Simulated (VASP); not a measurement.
# BaTiO3 (P4mm) in VASP: notebook, part 2 of 2

VASP 6.6.1.

## 3. Single point, r2SCAN (biaxial strain in the a-b plane: -3.0 %)

Input file POSCAR:

```
BaTiO3
1.0
    3.8535693555      0.0000000000      0.0000000000
    0.0000000000      3.8535693555      0.0000000000
    0.0000000000      0.0000000000      4.1854159366
Ba Ti O
1 1 3
Direct
    0.5000000000      0.5000000000      0.5905272654
    0.0000000000      0.0000000000      0.1095734609
    0.0000000000      0.5000000000      0.0603800341
    0.5000000000      0.0000000000      0.0603800341
    0.0000000000      0.0000000000      0.5391361955
```

Input file INCAR.step1:

```
PREC = Accurate
ENCUT = 520
ISMEAR = 0
SIGMA = 0.02
LREAL = False
LASPH = True
NELM = 60
NBANDS = 28
GGA = PE
ALGO = Normal
EDIFF = 1E-4
LWAVE = True
LCHARG = False
```

Input file INCAR.step2:

```
PREC = Accurate
ENCUT = 520
EDIFF = 1E-7
ISMEAR = 0
SIGMA = 0.02
LREAL = False
LASPH = True
NELM = 60
ALGO = Normal
ISIF = 2
LWAVE = False
LCHARG = False
METAGGA = R2SCAN
LMIXTAU = True
NBANDS = 28
ISTART = 1
```

Input file KPOINTS:

```
Automatic mesh
0
Gamma
  8 8 8
```

Potentials or basis: VASP PAW PBE potentials, release 64 (Ba_sv, Ti_sv, O).

Launch:

```console
$ cat potpaw_PBE.64/Ba_sv/POTCAR potpaw_PBE.64/Ti_sv/POTCAR potpaw_PBE.64/O/POTCAR > POTCAR
$ cp INCAR.step1 INCAR
$ mpirun -np 1 vasp_std > vasp.out
$ cp INCAR.step2 INCAR
$ mpirun -np 1 vasp_std > vasp.out
```

OUTCAR:

```text
PREC = Accurate
   ENCUT = 520
   EDIFF = 1E-7
   ISMEAR = 0
   LREAL = False
   LASPH = True
   NELM = 60
   ISIF = 2
   METAGGA = R2SCAN
   ISTART = 1

 ion  position               nearest neighbor table
   1  0.500  0.500  0.591-   5 2.73   5 2.73   5 2.73   5 2.73   4 2.75   3 2.75   3 2.75   4 2.75
                             3 2.94   4 2.94   3 2.94   4 2.94   2 3.39   2 3.39   2 3.39   2 3.39
   2  0.000  0.000  0.110-   5 1.80   4 1.94   3 1.94   3 1.94   4 1.94   5 2.39   1 3.39   1 3.39
                             1 3.39   1 3.39   1 3.48   1 3.48   1 3.48   1 3.48
   3  0.000  0.500  0.060-   2 1.94   2 1.94   1 2.75   1 2.75   1 2.94   1 2.94
   4  0.500  0.000  0.060-   2 1.94   2 1.94   1 2.75   1 2.75   1 2.94   1 2.94
   5  0.000  0.000  0.539-   2 1.80   2 2.39   1 2.73   1 2.73   1 2.73   1 2.73

  LATTYP: Found a simple tetragonal cell.
 ALAT       =     3.8535693555
 C/A-ratio  =     1.0861140803

  Lattice vectors:

 A1 = (   3.8535693555,   0.0000000000,   0.0000000000)
 A2 = (   0.0000000000,   3.8535693555,   0.0000000000)
 A3 = (   0.0000000000,   0.0000000000,   4.1854159366)

Analysis of symmetry for initial positions (statically):
=====================================================================
[... 176 lines left out ...]

  energy without entropy =      -74.07416416  energy(sigma->0) =      -74.07416416

 E-fermi :   4.3182     XC(G=0): -12.0675

 val. band max:        4.0682244930   @ k =   0.5000   0.5000   0.5000
 cond. band min:       6.4129090463   @ k =   0.0000   0.0000   0.0000
 fundamental gap:      2.3446845533
 Fermi energy:         4.3182342289

 k-point     1 :       0.0000    0.0000    0.0000
  band No.  band energies     occupation
      1     -54.5343      2.00000
      2     -29.8705      2.00000
      3     -29.7282      2.00000
      4     -29.7282      2.00000
      5     -21.7181      2.00000
      6     -14.1769      2.00000
[... 733 lines left out ...]
     27      12.6842      0.00000
     28      13.3933      0.00000

 [... further k-points ...]
[... 5 lines left out ...]
  --------------------------------------------------------------------------------------
  -------------------------------------------------------------------------------------
  Total        5.8952823      5.8952823      3.1119451      0.0000000      0.0000000      0.0000000
  in kB      151.9673193    151.9673193     80.2190522      0.0000000      0.0000000      0.0000000
  external PRESSURE =     128.0512302 kB  Pullay stress =       0.0000000 kB

 VOLUME and BASIS-vectors are now :
 -----------------------------------------------------------------------------
  energy-cutoff  :      520.00
  volume of cell :       62.15
      direct lattice vectors                 reciprocal lattice vectors
     3.853569355  0.000000000  0.000000000     0.259499676  0.000000000  0.000000000
     0.000000000  3.853569355  0.000000000     0.000000000  0.259499676  0.000000000
     0.000000000  0.000000000  4.185415937     0.000000000  0.000000000  0.238924880

 POSITION                                       TOTAL-FORCE (eV/Angst)
 -----------------------------------------------------------------------------------
      1.92678      1.92678      2.47160         0.000000     -0.000000     -0.081570
      0.00000      0.00000      0.45861        -0.000000      0.000000     -0.393692
      0.00000      1.92678      0.25272         0.000000     -0.000000     -0.033640
      1.92678      0.00000      0.25272        -0.000000      0.000000     -0.033640
      0.00000      0.00000      2.25651         0.000000     -0.000000      0.542543
 -----------------------------------------------------------------------------------
    total drift:                                0.000000      0.000000      0.001462

  FREE ENERGIE OF THE ION-ELECTRON SYSTEM (eV)
  ---------------------------------------------------
  free  energy   TOTEN  =       -74.0741641637 eV

  energy  without entropy=      -74.0741641637  energy(sigma->0) =      -74.07416416
```

OSZICAR.step1:

```text
N       E                     dE             d eps       ncg     rms          rms(c)
DAV:   1     0.430201865882E+03    0.43020E+03   -0.19655E+04  4200   0.153E+03
DAV:   2    -0.489622033203E+01   -0.43510E+03   -0.41334E+03  4828   0.426E+02
DAV:   3    -0.483796436447E+02   -0.43483E+02   -0.43142E+02  5820   0.134E+02
DAV:   4    -0.501172781519E+02   -0.17376E+01   -0.17336E+01  6320   0.238E+01
DAV:   5    -0.501443241376E+02   -0.27046E-01   -0.27039E-01  5672   0.271E+00    0.253E+01
DAV:   6    -0.398491914635E+02    0.10295E+02   -0.53812E+01  6036   0.705E+01    0.101E+01
DAV:   7    -0.398879778735E+02   -0.38786E-01   -0.96955E+00  5632   0.236E+01    0.779E+00
DAV:   8    -0.397549832954E+02    0.13299E+00   -0.66901E-01  5180   0.818E+00    0.327E+00
DAV:   9    -0.397920920184E+02   -0.37109E-01   -0.22491E-01  5808   0.347E+00    0.121E+00
DAV:  10    -0.397791526573E+02    0.12939E-01   -0.82449E-02  5204   0.302E+00    0.375E-01
DAV:  11    -0.397785520740E+02    0.60058E-03   -0.49791E-03  5880   0.544E-01    0.100E-01
DAV:  12    -0.397783002154E+02    0.25186E-03   -0.87824E-04  5032   0.250E-01    0.456E-02
DAV:  13    -0.397782849518E+02    0.15264E-04   -0.13974E-04  3572   0.122E-01
   1 F= -.39778285E+02 E0= -.39778285E+02  d E =-.130131E-55
```

It took 7.5 min on 1 thread of Intel Xeon 6975P-C, shared host; peak memory 0.27 GiB.

What came out:

- Free energy: -74.0742 eV
- Pressure: 12.8 GPa
- Largest force: 0.543 eV/Å
- Band gap on the k mesh: 2.34 eV (least direct gap 2.99 eV)

Forces on the atoms (eV/Å):
```
Ba   0.000  0.000 -0.082
Ti   0.000  0.000 -0.394
O    0.000  0.000 -0.034
O    0.000  0.000 -0.034
O    0.000  0.000  0.543
```

Caveat: the cell differs from its parent crystal (biaxial strain in the a-b plane: -3.0 %); the stress differs along the axes, from 8 to 15 GPa; the PAW data sets were made with another functional, which shifts forces and pressure a little; spin-orbit coupling is left out, which moves the levels of the heavy elements.
